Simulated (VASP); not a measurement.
# Zn (P6_3/mmc) in VASP: single point with PBE

Aim: the single point of Zn with PBE.

Everything below comes from runs of VASP 6.6.1. Logs are shortened: lines on timing, memory, paths and dates and some standing lists are left out, and cuts for length are marked.

## 1. The cell of the first run

Symmetry: P6_3/mmc, No. 194, hexagonal system. Conventional cell: a = 2.700 Å, b = 2.700 Å, c = 5.012 Å, α = 90.00°, β = 90.00°, γ = 120.00°. Within 3.6 Å of Zn (site symmetry -6m2) lie 12 Zn at 2.70 to 2.95 Å.

## 2. Single point, PBE (15.82 Å³/atom)

Input file INCAR:

```
PREC = Accurate ; ENCUT = 520
EDIFF = 1E-6 ; ISMEAR = -1
SIGMA = 0.03 ; LREAL = F
LASPH = T ; NELM = 80
ALGO = Normal ; ISIF = 2
LWAVE = F ; LCHARG = F
GGA = PE ; NBANDS = 19
```

Input file KPOINTS:

```
Automatic mesh
0
Gamma
  16 16 8
```

Input file POSCAR:

```
Zn
1.0
    2.6998652069      0.0000000000      0.0000000000
   -1.3499326034      2.3381518559      0.0000000000
    0.0000000000      0.0000000000      5.0117956229
Zn
2
Direct
    0.3333333333      0.6666666667      0.2500000000
    0.6666666667      0.3333333333      0.7500000000
```

Potentials or basis: VASP PAW PBE potentials, release 64 (Zn).

Started as:

```sh
$ cat potpaw_PBE.64/Zn/POTCAR > POTCAR
$ mpirun -np 1 vasp_std > vasp.out
```

OUTCAR:

```text
PREC = Accurate
   ENCUT = 520
   EDIFF = 1E-6
   ISMEAR = -1
   LREAL = F
   LASPH = T
   NELM = 80
   ISIF = 2
   GGA = PE

 ion  position               nearest neighbor table
   1  0.333  0.667  0.250-   2 2.95   2 2.95   2 2.95   2 2.95   2 2.95   2 2.95
   2  0.667  0.333  0.750-   1 2.95   1 2.95   1 2.95   1 2.95   1 2.95   1 2.95

  LATTYP: Found a hexagonal cell.
 ALAT       =     2.6998652069
 C/A-ratio  =     1.8563132745

  Lattice vectors:

 A1 = (   2.6998652069,   0.0000000000,   0.0000000000)
 A2 = (  -1.3499326034,   2.3381518559,   0.0000000000)
 A3 = (   0.0000000000,   0.0000000000,   5.0117956229)

Analysis of symmetry for initial positions (statically):
=====================================================================
 Subroutine PRICEL returns:
 Original cell was already a primitive cell.

 Routine SETGRP: Setting up the symmetry group for a
 hexagonal supercell.

 Subroutine GETGRP returns: Found 24 space group operations
 (whereof 12 operations were pure point group operations)
 out of a pool of 24 trial point group operations.

The static configuration has the point symmetry D_3d.
 The point group associated with its full space group is D_6h.

Analysis of symmetry for dynamics (positions and initial velocities):
=====================================================================
 Subroutine PRICEL returns:
 Original cell was already a primitive cell.

 Routine SETGRP: Setting up the symmetry group for a
 hexagonal supercell.

 Subroutine GETGRP returns: Found 24 space group operations
 (whereof 12 operations were pure point group operations)
 out of a pool of 24 trial point group operations.

The dynamic configuration has the point symmetry D_3d.
 The point group associated with its full space group is D_6h.

 Subroutine INISYM returns: Found 24 space group operations
 (whereof 12 operations are pure point group operations),
 and found     1 'primitive' translations

----------------------------------------------------------------------------------------

                                     Primitive cell

  volume of cell :      31.6379

  direct lattice vectors                    reciprocal lattice vectors
     2.699865207  0.000000000  0.000000000     0.370388861  0.213844109  0.000000000
    -1.349932603  2.338151856  0.000000000     0.000000000  0.427688218  0.000000000
     0.000000000  0.000000000  5.011795623     0.000000000  0.000000000  0.199529286

  length of vectors
     2.699865207  2.699865207  5.011795623     0.427688218  0.427688218  0.199529286

  position of ions in fractional coordinates (direct lattice)
     0.333333333  0.666666667  0.250000000
     0.666666667  0.333333333  0.750000000

  ion indices of the primitive-cell ions
   primitive index   ion index
                 1           1
                 2           2

----------------------------------------------------------------------------------------

 KPOINTS: Automatic mesh

Automatic generation of k-mesh.
 Grid dimensions read from file:
 generate k-points for:   16   16    8

 Generating k-lattice:

  Cartesian coordinates                     Fractional coordinates (reciprocal lattice)
     0.023149304  0.013365257  0.000000000     0.062500000  0.000000000  0.000000000
     0.000000000  0.026730514  0.000000000     0.000000000  0.062500000  0.000000000
     0.000000000  0.000000000  0.024941161     0.000000000  0.000000000  0.125000000

  Length of vectors
     0.026730514  0.026730514  0.024941161

  Shift w.r.t. Gamma in fractional coordinates (k-lattice)
     0.000000000  0.000000000  0.000000000

 Subroutine IBZKPT returns following result:
 ===========================================

 Found    150 irreducible k-points:

 Following reciprocal coordinates:
            Coordinates               Weight
  0.000000  0.000000  0.000000      1.000000
  0.062500  0.000000  0.000000      6.000000
  0.125000  0.000000  0.000000      6.000000
  0.187500 -0.000000  0.000000      6.000000
  0.250000  0.000000  0.000000      6.000000
  0.312500 -0.000000  0.000000      6.000000
[... 16 lines left out ...]
  0.187500  0.187500  0.000000      6.000000
  0.250000  0.187500  0.000000     12.000000
 [... further k-points ...]
   k-points           NKPTS =    150   k-points in BZ     NKDIM =    150   number of bands    NBANDS=     19
   number of dos      NEDOS =    301   number of ions     NIONS =      2
   total plane-waves  NPLWV =  16000
   dimension x,y,z NGX =    20 NGY =   20 NGZ =   40
   dimension x,y,z NGXF=    40 NGYF=   40 NGZF=   80
   ions per type =               2
   NGX,Y,Z   is equivalent  to a cutoff of  12.32, 12.32, 13.27 a.u.
   NGXF,Y,Z  is equivalent  to a cutoff of  24.63, 24.63, 26.54 a.u.
 SYSTEM =  unknown system
   PREC   = accura    normal or accurate (medium, high low for compatibility)
   ISTART =      0    job   : 0-new  1-cont  2-samecut
   ICHARG =      2    charge: 1-file 2-atom 10-const
   ISPIN  =      1    spin polarized calculation?
   LNONCOLLINEAR =      F non collinear calculations
   LSORBIT =      F    spin-orbit coupling
   LASPH  =      T    aspherical Exc in radial PAW
   ENCUT  =  520.0 eV  38.22 Ry    6.18 a.u.   5.02  5.02  9.32*2*pi/ulx,y,z
   NELM   =     80;   NELMIN=  2; NELMDL= -5     # of ELM steps
   EDIFF  = 0.1E-05   stopping-criterion for ELM
   LREAL  =      F    real-space projection
   EDIFFG = 0.1E-04   stopping-criterion for IOM
   NSW    =      0    number of steps for IOM
   IBRION =     -1    ionic relax: 0-MD 1-quasi-New 2-CG
   NFREE  =      0    steps in history (QN), initial steepest desc. (CG)
   ISIF   =      2    stress and relaxation
   ISYM   =      2    0-nonsym 1-usesym 2-fastsym
   POTIM  = 0.5000    time-step for ionic-motion
   TEBEG  =    0.0;   TEEND  =   0.0 temperature during run
   PSTRESS=    0.0 pullay stress
   NELECT =      24.0000    total number of electrons
   NUPDOWN=      -1.0000    fix difference up-down
   EMIN   =  10.00;   EMAX   =-10.00  energy-range for DOS
   EFERMI =   0.00;   METHOD = LEGACY
   ISMEAR =    -1;   SIGMA  =   0.03  broadening in eV -4-tet -1-fermi 0-gaus
   EFERMI_NEDOS =   21; number of points for ismear=-14 and -15
   IALGO  =     38    algorithm
   IMIX   =      4    mixing-type and parameters
     AMIX     =   0.40;   BMIX     =  1.00
     AMIX_MAG =   1.60;   BMIX_MAG =  1.00
  volume/ion in A,a.u.               =      15.82       106.75
  Fermi-wavevector in a.u.,A,eV,Ry     =   1.493055  2.821465 30.330295  2.229214
  Thomas-Fermi vector in A             =   2.605504
   LORBIT       =      0    0 simple, 1 ext, 2 COOP (PROOUT), +10 PAW based schemes
   GGA     = PE    functional components
   LHFCALC =     F    Hartree Fock is set to
   AEXX    =    0.0000 exact exchange contribution
   IVDW    =     0    specifies the selected vdW correction
   LEPSILON=     F    determine dielectric tensor
   LRPA    =     F    only Hartree local field effects (RPA)
 non-spin polarized calculation
  energy-cutoff  :      520.00
  volume of cell :       31.64
 maximum number of plane-waves:       866
 NGX is ok and might be reduce to    20
   NGX =  9   NGY =  9   NGZ = 19

 number of electron      23.9999997 magnetization

 Free energy of the ion-electron system (eV)
  ---------------------------------------------------
  ext. energy  EPLUGINS =         0.00000000
  ---------------------------------------------------
  free energy    TOTEN  =        -2.21500133 eV

  energy without entropy =       -2.21431046  energy(sigma->0) =       -2.21465590

 E-fermi :   2.8910     XC(G=0): -11.3489

 val. band max:        2.8635164724   @ k =   0.5000   0.0000   0.5000
 cond. band min:       2.9409359987   @ k =   0.2500   0.1875   0.0000
 fundamental gap:      0.0774195263
 Fermi energy:         2.8910365593

 k-point     1 :       0.0000    0.0000    0.0000
  band No.  band energies     occupation
      1      -7.2564      2.00000
      2      -5.5972      2.00000
      3      -4.9623      2.00000
      4      -4.7486      2.00000
      5      -4.7486      2.00000
      6      -4.7027      2.00000
[... 11 lines left out ...]
     18      21.3920      0.00000
     19      21.3920      0.00000

 k-point     2 :       0.0625    0.0000    0.0000
  band No.  band energies     occupation
      1      -7.1436      2.00000
      2      -5.5502      2.00000
      3      -4.9514      2.00000
      4      -4.7590      2.00000
      5      -4.7233      2.00000
      6      -4.7141      2.00000
[... 11 lines left out ...]
     18      20.5964      0.00000
     19      22.2770      0.00000

 k-point     3 :       0.1250    0.0000    0.0000
  band No.  band energies     occupation
      1      -6.8107      2.00000
      2      -5.4263      2.00000
      3      -4.9286      2.00000
      4      -4.7809      2.00000
      5      -4.7320      2.00000
      6      -4.6502      2.00000
[... 11 lines left out ...]
     18      19.7856      0.00000
     19      21.0800      0.00000

 k-point     4 :       0.1875   -0.0000    0.0000
  band No.  band energies     occupation
      1      -6.2856      2.00000
      2      -5.2858      2.00000
      3      -4.9078      2.00000
      4      -4.8068      2.00000
      5      -4.6828      2.00000
      6      -4.6719      2.00000
[... 11 lines left out ...]
     18      18.5200      0.00000
     19      19.0689      0.00000

 k-point     5 :       0.2500    0.0000    0.0000
  band No.  band energies     occupation
      1      -5.6918      2.00000
      2      -5.2335      2.00000
      3      -4.8495      2.00000
      4      -4.8446      2.00000
      5      -4.7642      2.00000
      6      -4.5587      2.00000
[... 11 lines left out ...]
     18      17.8717      0.00000
     19      18.5924      0.00000

 k-point     6 :       0.3125   -0.0000    0.0000
  band No.  band energies     occupation
      1      -5.3877      2.00000
      2      -5.2661      2.00000
      3      -4.9994      2.00000
      4      -4.7589      2.00000
      5      -4.6352      2.00000
      6      -4.5821      2.00000
[... 11 lines left out ...]
     18      17.3733      0.00000
     19      19.0918      0.00000

 k-point     7 :       0.3750   -0.0000    0.0000
  band No.  band energies     occupation
      1      -5.3759      2.00000
      2      -5.3013      2.00000
      3      -5.1090      2.00000
      4      -4.6985      2.00000
      5      -4.6759      2.00000
      6      -4.5870      2.00000
[... 11 lines left out ...]
     18      17.0198      0.00000
     19      18.3862      0.00000

 k-point     8 :       0.4375    0.0000    0.0000
  band No.  band energies     occupation
      1      -5.4118      2.00000
      2      -5.3285      2.00000
      3      -5.1749      2.00000
      4      -4.7405      2.00000
      5      -4.6202      2.00000
      6      -4.6080      2.00000
[... 256 lines left out ...]
 k-point    20 :       0.3125    0.1250    0.0000
  band No.  band energies     occupation
      1      -5.2484      2.00000
      2      -5.1680      2.00000
      3      -5.0908      2.00000
      4      -4.7303      2.00000
      5      -4.6727      2.00000
      6      -4.5940      2.00000
[... 11 lines left out ...]
     18      15.3484      0.00000
     19      16.7505      0.00000

 k-point    21 :       0.3750    0.1250    0.0000
  band No.  band energies     occupation
      1      -5.2964      2.00000
      2      -5.1982      2.00000
      3      -5.1449      2.00000
      4      -4.7440      2.00000
      5      -4.6408      2.00000
      6      -4.6152      2.00000
[... 11 lines left out ...]
     18      14.9885      0.00000
     19      16.4540      0.00000

 k-point    22 :       0.4375    0.1250    0.0000
  band No.  band energies     occupation
      1      -5.3137      2.00000
      2      -5.2106      2.00000
      3      -5.1629      2.00000
      4      -4.7462      2.00000
      5      -4.6600      2.00000
      6      -4.5955      2.00000
[... 11 lines left out ...]
     18      14.8668      0.00000
     19      16.3547      0.00000

 k-point    23 :       0.1875    0.1875    0.0000
  band No.  band energies     occupation
      1      -5.0707      2.00000
      2      -5.0230      2.00000
      3      -4.9738      2.00000
      4      -4.9463      2.00000
      5      -4.7834      2.00000
      6      -4.7129      2.00000
[... 11 lines left out ...]
     18      14.7119      0.00000
     19      16.0730      0.00000

 k-point    24 :       0.2500    0.1875    0.0000
  band No.  band energies     occupation
      1      -5.0972      2.00000
      2      -5.0493      2.00000
      3      -5.0290      2.00000
      4      -4.7510      2.00000
      5      -4.7468      2.00000
      6      -4.6849      2.00000
[... 11 lines left out ...]
     18      13.5473      0.00000
     19      15.0830      0.00000

 [... further k-points ...]

------------------------ aborting loop because EDIFF is reached ----------------------------------------

  FORCE on cell =-STRESS in cart. coord.  units (eV):
  Direction    XX          YY          ZZ          XY          YZ          ZX
  --------------------------------------------------------------------------------------
  -------------------------------------------------------------------------------------
  Total       -0.5684208     -0.5684208     -0.4795504     -0.0000000     -0.0000000      0.0000000
  in kB      -28.7854062    -28.7854062    -24.2849206     -0.0000000     -0.0000000      0.0000000
  external PRESSURE =     -27.2852444 kB  Pullay stress =       0.0000000 kB

 VOLUME and BASIS-vectors are now :
 -----------------------------------------------------------------------------
  energy-cutoff  :      520.00
  volume of cell :       31.64
      direct lattice vectors                 reciprocal lattice vectors
     2.699865207  0.000000000  0.000000000     0.370388861  0.213844109  0.000000000
    -1.349932603  2.338151856  0.000000000     0.000000000  0.427688218  0.000000000
     0.000000000  0.000000000  5.011795623     0.000000000  0.000000000  0.199529286

 POSITION                                       TOTAL-FORCE (eV/Angst)
 -----------------------------------------------------------------------------------
     -0.00000      1.55877      1.25295         0.000000      0.000000      0.000000
      1.34993      0.77938      3.75885        -0.000000     -0.000000      0.000000
 -----------------------------------------------------------------------------------
    total drift:                               -0.000000      0.000000      0.000000

  FREE ENERGIE OF THE ION-ELECTRON SYSTEM (eV)
  ---------------------------------------------------
  free  energy   TOTEN  =        -2.2150013308 eV

  energy  without entropy=       -2.2143104630  energy(sigma->0) =       -2.21465590
```

Run time: 98 s. Hardware: 1 thread of Intel Xeon 8259CL, shared host; peak memory 0.19 GiB.

What came out:

| Item | Value |
| --- | --- |
| Free energy | -2.2150 eV |
| Pressure | -2.7 GPa |
| Band gap on the k mesh | zero (bands 12 and 13 overlap by 4.29 eV) |

Stress tensor (GPa, compression positive):
```
-2.88  0.00  0.00
 0.00 -2.88  0.00
 0.00  0.00 -2.43
```
